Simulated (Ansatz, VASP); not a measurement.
## Ca3Y3Au: VASP beside Ansatz

```
Ca Y Au
1.0
     6.27332    0.00000    0.00000
     0.00000    6.27332    0.00000
     0.00000    0.00000    6.27332
Ca Y Au
3 3 1
Cartesian
  0.0000 3.1367 0.0000
  3.1367 0.0000 0.0000
  0.0000 0.0000 3.1367
  0.0000 3.1367 3.1367
  3.1367 3.1367 0.0000
  3.1367 0.0000 3.1367
  3.1367 3.1367 3.1367
```

Change from the starting cell: species swapped into the Ce3GaBr3 type (Pm-3m, No. 221).

Alike in both runs: task relaxation of cell and atoms; functional PBE; k mesh 6 × 6 × 6; occupations gaussian, width 0.1 eV; no spin polarisation.

|  | VASP | Ansatz |
| --- | --- | --- |
| version | VASP 6.6.1 | Ansatz 0.2.0 |
| potentials or method | VASP PAW PBE potentials, release 64 (Ca_sv, Y_sv, Au), cutoff 600 eV | scalar-relativistic, plane waves, PAW |
| valence electrons in the cell | 74 | 82 |

Ansatz gave:

| Quantity | Value |
| --- | --- |
| gap on the k mesh at the Fermi level, each at its own relaxed structure (eV) | none |
| relaxed volume (Å³/atom) | 35.85 |
| relaxed cell length with the largest relative difference (Å) | 6.307 |

Which values does VASP return?

gap on the k mesh at the Fermi level, each at its own relaxed structure (eV): none; relaxed volume (Å³/atom): 35.86; relaxed cell length with the largest relative difference (Å): 6.308.

A gap of «none» marks a metal or a gap that the smearing closes. VASP's potentials hold 74 valence electrons a cell and Ansatz's 82, so a difference there can come from the potentials and not from the codes.

Neither program's run includes spin-orbit coupling.
